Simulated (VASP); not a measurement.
# GeB2C3 (P4/mmm) in VASP: further runs, part 2 of 2

VASP 6.6.1. Earlier steps stand in the parts before.

## (3) Single point, PBE

This run uses another cell than the first one, of 11.64 Å³/atom, 1.312 times its volume.

INCAR

```
PREC     = Accurate       # precision mode
ENCUT    = 520            # plane-wave cutoff, eV
EDIFF    = 1E-7           # SCF threshold, eV
ISMEAR   = 0              # smearing method
SIGMA    = 0.1            # smearing width, eV
LREAL    = F              # projectors in reciprocal space
LASPH    = T              # aspherical terms in the spheres
NELM     = 80             # most SCF steps
ALGO     = Normal         # electronic algorithm
ISIF     = 2              # what is computed and relaxed
LWAVE    = F              # write WAVECAR
LCHARG   = T              # write CHGCAR
GGA      = PE             # functional
LELF     = T              # ELF
LVHAR    = T            
NBANDS   = 25             # bands
```

KPOINTS

```
regular mesh
0
Gamma
  6 6 2
```

POSCAR

```
GeB2C3
1.0
    2.8468988100      0.0000000000      0.0000000000
    0.0000000000      2.8468988100      0.0000000000
    0.0000000000      0.0000000000      8.6193713600
Ge B C
1 2 3
Direct
    0.5000000000      0.5000000000      0.0000000000
    0.5000000000      0.5000000000      0.3248246900
    0.5000000000      0.5000000000      0.6751753100
    0.0000000000      0.0000000000      0.8390681100
    0.0000000000      0.0000000000      0.1609318900
    0.0000000000      0.0000000000      0.5000000000
```

Potentials or basis: VASP PAW PBE potentials, release 64 (Ge_d, B, C).

On the command line:

```sh
$ cat potpaw_PBE.64/Ge_d/POTCAR potpaw_PBE.64/B/POTCAR potpaw_PBE.64/C/POTCAR > POTCAR
$ mpirun -np 1 vasp_std > vasp.out
```

OUTCAR:

```text
PREC = Accurate
   ENCUT = 520
   EDIFF = 1E-7
   ISMEAR = 0
   LREAL = F
   LASPH = T
   NELM = 80
   ISIF = 2
   GGA = PE

 ion  position               nearest neighbor table
   1  0.500  0.500  0.000-   4 2.44   5 2.44   4 2.44   5 2.44   4 2.44   5 2.44   4 2.44   5 2.44

   2  0.500  0.500  0.325-
   3  0.500  0.500  0.675-
   4  0.000  0.000  0.839-   1 2.44   1 2.44   1 2.44   1 2.44
   5  0.000  0.000  0.161-   1 2.44   1 2.44   1 2.44   1 2.44
   6  0.000  0.000  0.500-

  LATTYP: Found a simple tetragonal cell.
 ALAT       =     2.8468988100
 C/A-ratio  =     3.0276353096

  Lattice vectors:

 A1 = (   2.8468988100,   0.0000000000,   0.0000000000)
 A2 = (   0.0000000000,   2.8468988100,   0.0000000000)
 A3 = (   0.0000000000,   0.0000000000,   8.6193713600)

Analysis of symmetry for initial positions (statically):
=====================================================================
 Subroutine PRICEL returns:
 Original cell was already a primitive cell.

 Routine SETGRP: Setting up the symmetry group for a
 simple tetragonal supercell.

 Subroutine GETGRP returns: Found 16 space group operations
 (whereof 16 operations were pure point group operations)
 out of a pool of 16 trial point group operations.

The static configuration has the point symmetry D_4h.

Analysis of symmetry for dynamics (positions and initial velocities):
=====================================================================
 Subroutine PRICEL returns:
 Original cell was already a primitive cell.

 Routine SETGRP: Setting up the symmetry group for a
 simple tetragonal supercell.

 Subroutine GETGRP returns: Found 16 space group operations
 (whereof 16 operations were pure point group operations)
 out of a pool of 16 trial point group operations.

The dynamic configuration has the point symmetry D_4h.

 Subroutine INISYM returns: Found 16 space group operations
 (whereof 16 operations are pure point group operations),
 and found     1 'primitive' translations

----------------------------------------------------------------------------------------

                                     Primitive cell

  volume of cell :      69.8586

  direct lattice vectors                    reciprocal lattice vectors
     2.846898810  0.000000000  0.000000000     0.351259411  0.000000000  0.000000000
     0.000000000  2.846898810  0.000000000     0.000000000  0.351259411  0.000000000
     0.000000000  0.000000000  8.619371360     0.000000000  0.000000000  0.116017742

  length of vectors
     2.846898810  2.846898810  8.619371360     0.351259411  0.351259411  0.116017742

  position of ions in fractional coordinates (direct lattice)
     0.500000000  0.500000000  0.000000000
     0.500000000  0.500000000  0.324824690
     0.500000000  0.500000000  0.675175310
     0.000000000  0.000000000  0.839068110
     0.000000000  0.000000000  0.160931890
     0.000000000  0.000000000  0.500000000

  ion indices of the primitive-cell ions
   primitive index   ion index
                 1           1
                 2           2
[... 27 lines left out ...]
 ===========================================

 Found     20 irreducible k-points:

 Following reciprocal coordinates:
            Coordinates               Weight
  0.000000  0.000000  0.000000      1.000000
  0.166667  0.000000  0.000000      4.000000
  0.333333  0.000000  0.000000      4.000000
  0.500000  0.000000  0.000000      2.000000
  0.166667  0.166667  0.000000      4.000000
  0.333333  0.166667  0.000000      8.000000
[... 12 lines left out ...]
  0.500000  0.333333  0.500000      4.000000
  0.500000  0.500000  0.500000      1.000000
   k-points           NKPTS =     20   k-points in BZ     NKDIM =     20   number of bands    NBANDS=     25
   number of dos      NEDOS =    301   number of ions     NIONS =      6
   total plane-waves  NPLWV =  36864
   dimension x,y,z NGX =    24 NGY =   24 NGZ =   64
   dimension x,y,z NGXF=    48 NGYF=   48 NGZF=  128
   ions per type =               1   2   3
   NGX,Y,Z   is equivalent  to a cutoff of  14.01, 14.01, 12.34 a.u.
   NGXF,Y,Z  is equivalent  to a cutoff of  28.03, 28.03, 24.69 a.u.
 SYSTEM =  unknown system
   PREC   = accura    normal or accurate (medium, high low for compatibility)
   ISTART =      0    job   : 0-new  1-cont  2-samecut
   ICHARG =      2    charge: 1-file 2-atom 10-const
   ISPIN  =      1    spin polarized calculation?
   LNONCOLLINEAR =      F non collinear calculations
   LSORBIT =      F    spin-orbit coupling
   LASPH  =      T    aspherical Exc in radial PAW
   ENCUT  =  520.0 eV  38.22 Ry    6.18 a.u.   5.29  5.29 16.03*2*pi/ulx,y,z
   NELM   =     80;   NELMIN=  2; NELMDL= -5     # of ELM steps
   EDIFF  = 0.1E-06   stopping-criterion for ELM
   LREAL  =      F    real-space projection
   EDIFFG = 0.1E-05   stopping-criterion for IOM
   NSW    =      0    number of steps for IOM
   IBRION =     -1    ionic relax: 0-MD 1-quasi-New 2-CG
   NFREE  =      0    steps in history (QN), initial steepest desc. (CG)
   ISIF   =      2    stress and relaxation
   ISYM   =      2    0-nonsym 1-usesym 2-fastsym
   POTIM  = 0.5000    time-step for ionic-motion
   TEBEG  =    0.0;   TEEND  =   0.0 temperature during run
   PSTRESS=    0.0 pullay stress
   NELECT =      32.0000    total number of electrons
   NUPDOWN=      -1.0000    fix difference up-down
   EMIN   =  10.00;   EMAX   =-10.00  energy-range for DOS
   EFERMI =   0.00;   METHOD = LEGACY
   ISMEAR =     0;   SIGMA  =   0.10  broadening in eV -4-tet -1-fermi 0-gaus
   EFERMI_NEDOS =   21; number of points for ismear=-14 and -15
   IALGO  =     38    algorithm
   IMIX   =      4    mixing-type and parameters
     AMIX     =   0.40;   BMIX     =  1.00
     AMIX_MAG =   1.60;   BMIX_MAG =  1.00
  volume/ion in A,a.u.               =      11.64        78.57
  Fermi-wavevector in a.u.,A,eV,Ry     =   1.261977  2.384792 21.668464  1.592587
  Thomas-Fermi vector in A             =   2.395409
   LORBIT       =      0    0 simple, 1 ext, 2 COOP (PROOUT), +10 PAW based schemes
   GGA     = PE    functional components
   LHFCALC =     F    Hartree Fock is set to
   AEXX    =    0.0000 exact exchange contribution
   IVDW    =     0    specifies the selected vdW correction
   LEPSILON=     F    determine dielectric tensor
   LRPA    =     F    only Hartree local field effects (RPA)
 non-spin polarized calculation
 Gauss-broadening in eV      SIGMA  =   0.10
  energy-cutoff  :      520.00
  volume of cell :       69.86
 maximum number of plane-waves:      1904
 NGX is ok and might be reduce to    24
   NGX = 11   NGY = 11   NGZ = 33

 number of electron      31.9999984 magnetization

 Free energy of the ion-electron system (eV)
  ---------------------------------------------------
  ext. energy  EPLUGINS =         0.00000000
  ---------------------------------------------------
  free energy    TOTEN  =       -25.77990103 eV

  energy without entropy =      -25.75932345  energy(sigma->0) =      -25.76961224

 E-fermi :   4.5362     XC(G=0): -11.0602

 val. band max:        4.5044384608   @ k =   0.3333   0.3333   0.0000
 cond. band min:       4.5506954551   @ k =   0.3333   0.0000   0.0000
 fundamental gap:      0.0462569943
 Fermi energy:         4.5362190057

 k-point     1 :       0.0000    0.0000    0.0000
  band No.  band energies     occupation
      1     -20.3919      2.00000
      2     -20.3113      2.00000
      3     -20.2462      2.00000
      4     -20.2462      2.00000
      5     -20.2316      2.00000
      6     -10.2160      2.00000
[... 549 lines left out ...]
     24       8.4466      0.00000
     25       8.7612      0.00000

------------------------ aborting loop because EDIFF is reached ----------------------------------------

  FORCE on cell =-STRESS in cart. coord.  units (eV):
  Direction    XX          YY          ZZ          XY          YZ          ZX
  --------------------------------------------------------------------------------------
  -------------------------------------------------------------------------------------
  Total       -9.9571028     -9.9571028    -11.6140182      0.0000000     -0.0000000      0.0000000
  in kB     -228.3620434   -228.3620434   -266.3627137      0.0000000     -0.0000000      0.0000000
  external PRESSURE =    -241.0289335 kB  Pullay stress =       0.0000000 kB

 VOLUME and BASIS-vectors are now :
 -----------------------------------------------------------------------------
  energy-cutoff  :      520.00
  volume of cell :       69.86
      direct lattice vectors                 reciprocal lattice vectors
     2.846898810  0.000000000  0.000000000     0.351259411  0.000000000  0.000000000
     0.000000000  2.846898810  0.000000000     0.000000000  0.351259411  0.000000000
     0.000000000  0.000000000  8.619371360     0.000000000  0.000000000  0.116017742

 POSITION                                       TOTAL-FORCE (eV/Angst)
 -----------------------------------------------------------------------------------
      1.42345      1.42345      0.00000        -0.000000      0.000000     -0.000000
      1.42345      1.42345      2.79978         0.000000     -0.000000     -0.027975
      1.42345      1.42345      5.81959        -0.000000      0.000000      0.027975
      0.00000      0.00000      7.23224        -0.000000     -0.000000     -1.065718
      0.00000      0.00000      1.38713        -0.000000     -0.000000      1.065718
      0.00000      0.00000      4.30969        -0.000000      0.000000     -0.000000
 -----------------------------------------------------------------------------------
    total drift:                                0.000000     -0.000000     -0.000000

  FREE ENERGIE OF THE ION-ELECTRON SYSTEM (eV)
  ---------------------------------------------------
  free  energy   TOTEN  =       -25.7799010311 eV

  energy  without entropy=      -25.7593234508  energy(sigma->0) =      -25.76961224
```

Run time: 18 s. Hardware: 1 thread of Intel Xeon 6975P-C (Granite Rapids), shared host; peak memory 0.19 GiB.

What came out:

* Free energy: -25.7799 eV
* Pressure: -24.1 GPa
* Largest force: 1.066 eV/Å
* Band gap on the k mesh: zero (band 16 reaches 6.06 eV, above the bottom of band 17 at 1.98 eV)

Forces in eV/Å, atoms in the order of the input:
```
Ge   0.000  0.000  0.000
B    0.000  0.000 -0.028
B    0.000  0.000  0.028
C    0.000  0.000 -1.066
C    0.000  0.000  1.066
C    0.000  0.000  0.000
```

Levels at points of the mesh, in eV from the Fermi level:
```tsv
k point	band 11	band 12	band 13	band 14	band 15	band 16	band 17	band 18	band 19	band 20
(0.00, 0.00, 0.00)	-1.02	-0.43	-0.41	-0.41	0.83	0.83	1.17	1.17	1.86	2.19
(0.50, 0.00, 0.00)	-6.58	-3.86	-3.25	-1.90	-1.86	1.52	1.59	2.03	2.32	3.01
(0.50, 0.50, 0.00)	-5.22	-3.39	-3.39	-3.14	-3.14	-2.75	-2.55	-1.11	-0.49	1.79
(0.00, 0.00, 0.50)	-3.48	-0.28	-0.28	0.33	0.33	0.55	1.23	1.68	1.68	3.07
(0.50, 0.00, 0.50)	-5.11	-5.11	-4.34	-0.83	-0.58	1.36	1.37	1.56	1.93	2.38
(0.50, 0.50, 0.50)	-5.19	-4.14	-4.14	-3.35	-1.86	-1.86	-1.83	-1.37	-0.21	-0.21
```

Caveat: the k points lie up to 0.37 Å⁻¹ apart; forces of over 1 eV/Å act on the atoms, so gaps and moduli don't describe the material at rest.

## (4) Relaxation of cell and atoms, PBE

This run uses another cell than the first one, of 11.64 Å³/atom, 1.312 times its volume.

INCAR

```
SYSTEM = GeB2C3
PREC = Accurate
ENCUT = 600
EDIFF = 1E-7
ISMEAR = 0
SIGMA = 0.1
LREAL = .False.
LASPH = .True.
NELM = 60
ALGO = Normal
ISIF = 3
LWAVE = .False.
LCHARG = .False.
GGA = PE
IBRION = 2
NSW = 90
EDIFFG = -0.04
```

KPOINTS

```
Automatic mesh
0
Gamma
  6 6 2
  0 0 0
```

POSCAR is that of step 3.

On the command line:

```sh
$ cat potpaw_PBE.64/Ge_d/POTCAR potpaw_PBE.64/B/POTCAR potpaw_PBE.64/C/POTCAR > POTCAR
$ mpirun -np 1 vasp_std > vasp.out
```

Run time: 8.4 min. Hardware: 1 thread of Intel Xeon 6975P-C (Granite Rapids), shared host; peak memory 0.22 GiB.

The run converged. Its results:

- Free energy: -37.8886 eV
- Relaxed volume: 8.85 Å³/atom
- Relaxed cell: a = 2.592 Å, b = 2.592 Å, c = 7.904 Å, α = 90.00°, β = 90.00°, γ = 90.00°
- Space group after relaxing (to 0.05 Å): P4/mmm (No. 123)
- Energy gained by relaxing: 2018.7 meV/atom
- Ionic steps: 38
- Pressure after relaxing: -0.3 GPa
- Largest force after relaxing: 0.021 eV/Å

Forces in eV/Å, atoms in the order of the input:
```
Ge   0.000  0.000  0.000
B    0.000  0.000 -0.021
B    0.000  0.000  0.021
C    0.000  0.000  0.013
C    0.000  0.000 -0.013
C    0.000  0.000  0.000
```

Stress tensor (GPa, compression positive):
```
-0.37  0.00  0.00
 0.00 -0.37  0.00
 0.00  0.00 -0.14
```

Step by step:
| step | energy change (eV) | largest force (eV/Å) | pressure (GPa) | volume (Å³) |
| --- | --- | --- | --- | --- |
| 1 | 0.0000 | 1.0638 | -24.01 | 69.86 |
| 2 | -2.0178 | 2.2747 | -7.46 | 53.66 |
| 3 | -2.1494 | 2.8258 | 2.62 | 49.93 |
| 4 | -3.0707 | 3.1954 | 5.19 | 47.62 |
| 5 | -5.6567 | 4.8778 | 35.65 | 41.08 |
| 6 | 154.7157 | 438.2835 | 1156.85 | 29.63 |
| 7 | -4.1253 | 3.8939 | 37.94 | 40.91 |
| 8 | -4.2544 | 3.7702 | 40.54 | 40.56 |
| 9 | -4.2535 | 4.2305 | 145.43 | 34.85 |
| 10 | -4.3802 | 4.1367 | 50.95 | 39.36 |
| 11 | -5.3044 | 4.0404 | 78.62 | 37.06 |
| 12 | -5.2656 | 1.9034 | 104.44 | 35.95 |
| 13 | -5.3559 | 3.2960 | 90.33 | 36.50 |
| 14 | -5.4964 | 2.6029 | 93.79 | 36.47 |
| 15 | -5.6793 | 0.0597 | 107.17 | 36.38 |
| 16 | -5.9531 | 0.1381 | 102.14 | 36.80 |
| 17 | -6.6892 | 0.7470 | 88.38 | 38.09 |
| 18 | -7.8316 | 1.7021 | 67.36 | 40.74 |
| 19 | -8.9274 | 5.2178 | 38.77 | 46.42 |
| 20 | -8.9538 | 6.6271 | 33.72 | 48.10 |
| 21 | -9.8482 | 2.4880 | 13.21 | 50.49 |
| 22 | -10.1136 | 2.6295 | -8.57 | 54.41 |
| 23 | -10.1462 | 2.3300 | -5.04 | 53.58 |
| 24 | -10.1489 | 2.3880 | -3.74 | 53.29 |
| 25 | -10.3047 | 2.4150 | -4.16 | 53.45 |
| 26 | -10.7560 | 2.2781 | -4.85 | 53.90 |
| 27 | -11.6604 | 2.0088 | -6.62 | 54.71 |
| 28 | -11.4268 | 1.0559 | -9.68 | 56.01 |
| 29 | -11.9413 | 0.9886 | -7.75 | 55.29 |
| 30 | -11.9932 | 2.1805 | 3.13 | 53.54 |
| 31 | -12.0287 | 0.8310 | -1.43 | 54.19 |
| 32 | -12.0731 | 0.5931 | -0.50 | 53.65 |
| 33 | -12.1057 | 0.1991 | 1.85 | 52.62 |
| 34 | -12.1059 | 0.2128 | 1.66 | 52.70 |
| 35 | -12.1069 | 0.4638 | -1.20 | 53.09 |
| 36 | -12.1094 | 0.1715 | 0.10 | 52.91 |
| 37 | -12.1119 | 0.0765 | -0.15 | 53.04 |
| 38 | -12.1123 | 0.0214 | -0.29 | 53.12 |

Final structure:
```
Ge B C
1.0
     2.59243    0.00000    0.00000
     0.00000    2.59243    0.00000
     0.00000    0.00000    7.90354
Ge B C
1 2 3
Cartesian
  1.2962 1.2962 0.0000
  1.2962 1.2962 2.1563
  1.2962 1.2962 5.7472
  0.0000 0.0000 5.2974
  0.0000 0.0000 2.6062
  0.0000 0.0000 3.9518
```

Levels at points of the mesh, in eV from the Fermi level:
| k point | band 13 | band 14 | band 15 | band 16 | band 17 | band 18 | band 19 | band 20 |
| --- | --- | --- | --- | --- | --- | --- | --- | --- |
| (0.00, 0.00, 0.00) | -2.25 | -1.20 | -1.20 | 2.05 | 3.76 | 3.76 | 4.27 | 5.09 |
| (0.50, 0.00, 0.00) | -4.02 | -2.95 | -1.64 | -1.35 | 1.90 | 4.82 | 5.10 | 5.36 |
| (0.50, 0.50, 0.00) | -4.12 | -3.31 | -3.11 | -2.28 | -2.28 | -1.72 | 0.37 | 0.37 |
| (0.00, 0.00, 0.50) | -3.15 | -1.23 | -1.23 | 2.60 | 3.75 | 3.89 | 3.89 | 5.66 |
| (0.50, 0.00, 0.50) | -4.94 | -3.57 | -1.35 | 1.10 | 1.90 | 2.84 | 5.22 | 5.23 |
| (0.50, 0.50, 0.50) | -4.05 | -3.61 | -3.20 | -1.31 | -1.31 | -0.89 | -0.89 | -0.34 |

Caveat: the k points lie up to 0.40 Å⁻¹ apart in the final cell; the volume moved by over 15 % at a fixed basis, so the end points are rough; the bands computed are all filled at some k points, so no gap is given.

## (5) Single point, PBE

INCAR

```
SYSTEM = GeB2C3
PREC = Accurate
ENCUT = 520
EDIFF = 1E-6
ISMEAR = 0
SIGMA = 0.1
LREAL = .FALSE.
LASPH = .TRUE.
NELM = 60
ALGO = Normal
ISIF = 2
LWAVE = .FALSE.
LCHARG = .FALSE.
GGA = PE
NBANDS = 25
```

KPOINTS

```
Automatic mesh
0
G
  14 14 6
  0 0 0
```

POSCAR

```
GeB2C3
1.0
    2.5863236931      0.0000000000      0.0000000000
    0.0000000000      2.5863236931      0.0000000000
    0.0000000000      0.0000000000      7.9460102505
Ge B C
1 2 3
Direct
    0.5000000000      0.5000000000      0.0000000000
    0.5000000000      0.5000000000      0.2721631732
    0.5000000000      0.5000000000      0.7278368268
    0.0000000000      0.0000000000      0.6696710661
    0.0000000000      0.0000000000      0.3303289339
    0.0000000000      0.0000000000      0.5000000000
```

On the command line:

```sh
$ cat potpaw_PBE.64/Ge_d/POTCAR potpaw_PBE.64/B/POTCAR potpaw_PBE.64/C/POTCAR > POTCAR
$ mpirun -np 1 vasp_std > vasp.out
```

It took 79 s on 1 thread of Intel Xeon 6975P-C (Granite Rapids), shared host; peak memory 0.29 GiB.

Results (log left out):

| Item | Value |
| --- | --- |
| Free energy | -37.7019 eV |
| Pressure | 0.1 GPa |
| Largest force | 0.043 eV/Å |
| Band gap on the k mesh | zero (band 16 reaches 9.68 eV, above the bottom of band 17 at 4.90 eV) |

Forces on the atoms (eV/Å):
```
Ge   0.000  0.000  0.000
B    0.000  0.000 -0.005
B    0.000  0.000  0.005
C    0.000  0.000  0.043
C    0.000  0.000 -0.043
C    0.000  0.000  0.000
```

Stress tensor (GPa, compression positive):
```
0.02 0.00 0.00
0.00 0.02 0.00
0.00 0.00 0.32
```

Levels at points of the mesh, in eV from the Fermi level:
| k point | band 12 | band 13 | band 14 | band 15 | band 16 | band 17 | band 18 | band 19 | band 20 | band 21 |
| --- | --- | --- | --- | --- | --- | --- | --- | --- | --- | --- |
| (0.00, 0.00, 0.00) | -3.10 | -2.33 | -1.17 | -1.17 | 2.00 | 3.79 | 3.79 | 4.35 | 5.17 | 8.13 |
| (0.50, 0.00, 0.00) | -6.35 | -4.04 | -2.95 | -1.69 | -1.28 | 1.93 | 4.75 | 5.17 | 5.42 | 6.69 |
| (0.50, 0.50, 0.00) | -4.92 | -4.12 | -3.24 | -3.12 | -2.24 | -2.24 | -1.66 | 0.35 | 0.35 | 0.84 |
| (0.00, 0.00, 0.50) | -3.09 | -3.09 | -1.19 | -1.19 | 2.54 | 3.88 | 3.91 | 3.91 | 5.75 | 8.09 |
| (0.50, 0.00, 0.50) | -7.04 | -4.91 | -3.60 | -1.28 | 1.01 | 1.93 | 2.79 | 5.28 | 5.30 | 5.83 |
| (0.50, 0.50, 0.50) | -4.86 | -4.06 | -3.54 | -3.20 | -1.27 | -1.27 | -0.92 | -0.92 | -0.59 | -0.28 |

## (6) The runs side by side

| task | cell | k mesh | cutoff (eV) | gap on the mesh (eV) | pressure (GPa) | largest force (eV/Å) |
| --- | --- | --- | --- | --- | --- | --- |
| single point | a = 2.595, b = 2.595, c = 7.908 Å, 6 atoms | 6 × 6 × 2 | 520 | none | -0.1 | 0.03 |
| single point | a = 2.847, b = 2.847, c = 8.619 Å, 6 atoms | 6 × 6 × 2 | 520 | none | -24.1 | 1.07 |
| relaxation of cell and atoms | relaxed from a = 2.847, b = 2.847, c = 8.619 Å, 6 atoms | 6 × 6 × 2 | 600 | - | -0.3 | 0.02 |
| single point | a = 2.586, b = 2.586, c = 7.946 Å, 6 atoms | 14 × 14 × 6 | 520 | none | 0.1 | 0.04 |

Alike in all rows: level PBE; potentials or basis VASP PAW PBE potentials, release 64 (Ge_d, B, C); no spin polarisation; smearing gaussian 0.1 eV.

Caveats: some runs use coarse meshes; forces of over 1 eV/Å act on the atoms, so gaps and moduli don't describe the material at rest (some runs); the volume moved by over 15 % at a fixed basis, so the end points are rough (some runs); the bands computed are all filled at some k points, so no gap is given (some runs).

Absolute energies hang on the potentials; compare differences alone.
